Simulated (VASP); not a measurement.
Write the native input for VASP 6.6.1 that does the following.

```
Task                   : single point
Functional             : r2SCAN
Potentials or basis    : VASP PAW PBE potentials, release 64 (Zn, S)
Cutoff                 : 520 eV
k mesh                 : 6 × 6 × 6
Occupations            : gaussian, width 0.1 eV
Spin                   : no spin polarisation
Dipole correction      : no
Further INCAR settings : ALGO = Normal; EDIFF = 1e-07; NBANDS = 19
```

ZnS2:

```
Zn S
1.0
     0.00000    2.96318    2.96318
     2.96318    0.00000    2.96318
     2.96318    2.96318    0.00000
Zn S
1 2
Direct
  0.00000 0.00000 0.00000
  0.25000 0.25000 0.25000
  0.75000 0.75000 0.75000
```

These files were run (other wordings do the same):

POSCAR

```
ZnS2
1.0
    0.0000000000      2.9631784516      2.9631784516
    2.9631784516      0.0000000000      2.9631784516
    2.9631784516      2.9631784516      0.0000000000
Zn S
1 2
Direct
    0.0000000000      0.0000000000      0.0000000000
    0.2500000000      0.2500000000      0.2500000000
    0.7500000000      0.7500000000      0.7500000000
```

INCAR.step1

```
PREC = Accurate
ENCUT = 520
ISMEAR = 0
SIGMA = 0.1
LREAL = False
LASPH = True
NELM = 60
NBANDS = 19
GGA = PE
ALGO = Normal
EDIFF = 1E-4
LWAVE = True
LCHARG = False
```

INCAR.step2

```
PREC = Accurate
ENCUT = 520
EDIFF = 1E-7
ISMEAR = 0
SIGMA = 0.1
LREAL = False
LASPH = True
NELM = 60
ALGO = Normal
ISIF = 2
LWAVE = False
LCHARG = False
METAGGA = R2SCAN
LMIXTAU = True
NBANDS = 19
ISTART = 1
```

KPOINTS

```
Automatic mesh
0
Gamma
  6 6 6
```

Potentials or basis: VASP PAW PBE potentials, release 64 (Zn, S).

Run with:

```bash
$ cat potpaw_PBE.64/Zn/POTCAR potpaw_PBE.64/S/POTCAR > POTCAR
$ cp INCAR.step1 INCAR
$ mpirun -np 1 vasp_std > vasp.out
$ cp INCAR.step2 INCAR
$ mpirun -np 1 vasp_std > vasp.out
```

It gave:

```yaml
Pressure: 4.0 GPa
Band_gap_on_the_k_mesh: zero (bands 12 and 13 overlap by 3.09 eV)
```

Caveat: the cell stands under pressure; the PAW data sets were made with another functional, which shifts forces and pressure a little.

Run time: 2.1 min on 1 thread of AMD EPYC 7R13 (shared host), peak memory 0.16 GiB.
